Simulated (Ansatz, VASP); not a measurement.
## SiO2 in VASP and in Ansatz

The input POSCAR:

```
SiO2
1.0
    5.0590584133      0.0000000000      0.0000000000
   -2.5295292067      4.3812731051      0.0000000000
    0.0000000000      0.0000000000      5.5410361447
Si O
3 6
Direct
    0.5000000000      0.5000000000      0.3333333333
    0.0000000000      0.5000000000      0.6666666667
    0.5000000000      0.0000000000      0.0000000000
    0.2082404179      0.7917595821      0.8333333333
    0.4164808359      0.2082404179      0.1666666667
    0.2082404179      0.4164808359      0.5000000000
    0.7917595821      0.2082404179      0.8333333333
    0.5835191641      0.7917595821      0.1666666667
    0.7917595821      0.5835191641      0.5000000000
```

File INCAR.step1:

```
PREC     = Accurate       # precision mode
ENCUT    = 520            # plane-wave cutoff, eV
ISMEAR   = 0              # smearing method
SIGMA    = 0.01           # smearing width, eV
LREAL    = F              # projectors in reciprocal space
LASPH    = T              # aspherical terms in the spheres
NELM     = 100            # most SCF steps
NBANDS   = 34             # bands
GGA      = PE             # functional
ALGO     = Normal         # electronic algorithm
EDIFF    = 1E-4           # SCF threshold, eV
LWAVE    = T              # write WAVECAR
LCHARG   = F              # write CHGCAR
```

File INCAR.step2:

```
PREC     = Accurate       # precision mode
ENCUT    = 520            # plane-wave cutoff, eV
EDIFF    = 1E-6           # SCF threshold, eV
ISMEAR   = 0              # smearing method
SIGMA    = 0.01           # smearing width, eV
LREAL    = F              # projectors in reciprocal space
LASPH    = T              # aspherical terms in the spheres
NELM     = 100            # most SCF steps
ALGO     = Normal         # electronic algorithm
ISIF     = 2              # what is computed and relaxed
LWAVE    = F              # write WAVECAR
LCHARG   = F              # write CHGCAR
METAGGA  = R2SCAN         # meta-GGA
LMIXTAU  = T            
NBANDS   = 34             # bands
ISTART   = 1
```

KPOINTS

```
regular mesh
0
Gamma
  6 6 6
```

Input for Ansatz:

```yaml
crystal:
  lattice:
    - [5.0590584133, 0.0, 0.0]
    - [-2.5295292067, 4.3812731051, 0.0]
    - [0.0, 0.0, 5.5410361447]
  atoms:
    - { symbol: Si, position: [0.5, 0.5, 0.3333333333] }
    - { symbol: Si, position: [0.0, 0.5, 0.6666666667] }
    - { symbol: Si, position: [0.5, 0.0, 0.0] }
    - { symbol: O, position: [0.2082404179, 0.7917595821, 0.8333333333] }
    - { symbol: O, position: [0.4164808359, 0.2082404179, 0.1666666667] }
    - { symbol: O, position: [0.2082404179, 0.4164808359, 0.5] }
    - { symbol: O, position: [0.7917595821, 0.2082404179, 0.8333333333] }
    - { symbol: O, position: [0.5835191641, 0.7917595821, 0.1666666667] }
    - { symbol: O, position: [0.7917595821, 0.5835191641, 0.5] }
kpoints:
  mp_grid: { grid: [6, 6, 6] }
  band_path:
    path:
      - [0.0, 0.0, 0.0]
      - [0.5, 0.0, 0.0]
      - [0.3333333333, 0.3333333333, 0.0]
      - [0.0, 0.0, 0.5]
      - [0.5, 0.0, 0.5]
      - [0.3333333333, 0.3333333333, 0.5]
      - [0.0, 0.0, 0.427083]
    npoints: 1
hamiltonian:
  xc: r2scan
scf:
  occupations: { method: fixed }
  n_extra_bands: 6
output:
  forces: true
  stress: true
  eigenvalues: true
```

Alike in both runs: task single point; functional r2SCAN; k mesh 6 × 6 × 6; no spin polarisation.

|  | VASP | Ansatz |
| --- | --- | --- |
| version | VASP 6.6.1 | Ansatz 0.2.0 |
| potentials or method | VASP PAW PBE potentials, release 64 (Si, O) | plane waves, PAW |
| plane-wave cutoff (eV) | 520 | 500 |
| occupations | gaussian, width 0.01 eV | fixed |
| valence electrons in the cell | 48 | 48 |

|  | VASP | Ansatz | Ansatz less VASP |
| --- | --- | --- | --- |
| gap on the k mesh at the Fermi level (eV) | 6.30 | 6.30 | +0.003 |
| pressure (GPa) | 0.2 | 0.0 | -0.18 |
| rms of the force components (eV/Å) | 0.005 | 0.000 | -0.0053 |

VASP's potentials were made for PBE, not for r2SCAN. Atom by atom the forces differ by 0.005 eV/Å (rms over components).
